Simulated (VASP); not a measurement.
Crystal: La.

```
CELL_PARAMETERS angstrom
3.45137 0.00000 0.00000
-1.72568 2.98897 0.00000
0.00000 0.00000 5.59121
ATOMIC_POSITIONS crystal
La 0.33333 0.66667 0.25000
La 0.66667 0.33333 0.75000
```

* Program: VASP 6.6.1
* Task: relaxation of cell and atoms
* Functional: PBE
* Potentials or basis: VASP PAW PBE potentials, release 64 (La)
* Cutoff: 600 eV
* k mesh: 12 × 12 × 7
* Occupations: fermi-dirac, width 0.05 eV
* Spin: no spin polarisation

At the start: pressure 9.2 GPa; volume 28.84 Å³/atom.

Task: How do energy, volume and symmetry change on relaxing?

Result: Over 8 steps the energy falls by 219.7 meV/atom and the volume is 37.74 Å³/atom (+30.9 %); space group P6_3/mmc (No. 194, to 0.1 Å) before and after.

The path:
```csv
step,energy change (eV),largest force (eV/Å),pressure (GPa),volume (Å³)
1,0.0000,0.0000,9.20,57.68
2,-0.4291,0.0000,1.02,72.63
3,-0.4370,0.0000,-0.24,76.10
4,-0.4376,0.0000,0.02,75.35
5,-0.4386,0.0000,0.01,75.43
6,-0.4395,0.0000,-0.03,75.60
7,-0.4395,0.0000,-0.03,75.60
8,-0.4395,0.0000,0.01,75.49
```

Final structure:
```
La
1.0
     3.78550    0.00000    0.00000
    -1.89275    3.27834    0.00000
     0.00000    0.00000    6.08266
La
2
Direct
  0.33333 0.66667 0.25000
  0.66667 0.33333 0.75000
```

Caveat: the volume moved by over 15 % at a fixed basis, so the end points are rough.
